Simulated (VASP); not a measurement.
Write the native input for VASP 6.6.1 that does the following.

| Quantity | Value |
| --- | --- |
| Task | single point |
| Functional | PBE |
| Potentials or basis | VASP PAW PBE potentials, release 64 (Pm, O) |
| Cutoff | 600 eV |
| k mesh | 7 × 7 × 7 |
| Occupations | gaussian, width 0.05 eV |
| Spin | collinear spin, zero start |
| Starting moments | [0.01, 0.0] μB |
| Hubbard terms | Pm f U = 8.0 eV |
| Dipole correction | no |
| Further INCAR settings | ALGO = Normal; EDIFF = 1e-06; NBANDS = 22 |

The structure of PmO lies in POSCAR:

```
PmO
1.0
    2.8401619400      0.0000000000      0.0000000000
    0.0000000000      2.8401619400      0.0000000000
    0.0000000000      0.0000000000      2.8401619400
Pm O
1 1
Direct
    0.0000000000      0.0000000000      0.0000000000
    0.5000000000      0.5000000000      0.5000000000
```

One way to write it, as run:

INCAR

```
SYSTEM = PmO
  PREC = Accurate
  ENCUT = 600
  EDIFF = 1E-6
  ISMEAR = 0
  SIGMA = 0.05
  LREAL = .False.
  LASPH = .True.
  NELM = 200
  ALGO = Normal
  ISIF = 2
  LWAVE = .False.
  LCHARG = .False.
  ISPIN = 2
  MAGMOM = 0.01 0
  LORBIT = 11
  LMAXMIX = 6
  LDAU = .True.
  LDAUTYPE = 2
  LDAUL = 3 -1
  LDAUU = 8 0
  LDAUJ = 0 0
  LDAUPRINT = 1
  GGA = PE
  NBANDS = 22
  GGA_COMPAT = .False.
```

KPOINTS

```
regular mesh
0
Gamma
  7 7 7
  0 0 0
```

Potentials or basis: VASP PAW PBE potentials, release 64 (Pm, O).

Launch:

```bash
$ cat potpaw_PBE.64/Pm/POTCAR potpaw_PBE.64/O/POTCAR > POTCAR
$ mpirun -np 1 vasp_std > vasp.out
```

It gave:

```
Pressure                                              : 56.1 GPa
Net moment                                            : 4.85 μB per cell
Site moments                                          : Pm +4.70; O -0.05 μB
Valence electrons inside the program's atomic spheres : Pm 12.88; O 5.09
```

Caveat: the magnetic or orbital state may not be the lowest; the cell stands under pressure.

Wall time 100 s on 1 thread of Intel Xeon 8259CL, on a shared host, peak memory 0.14 GiB.
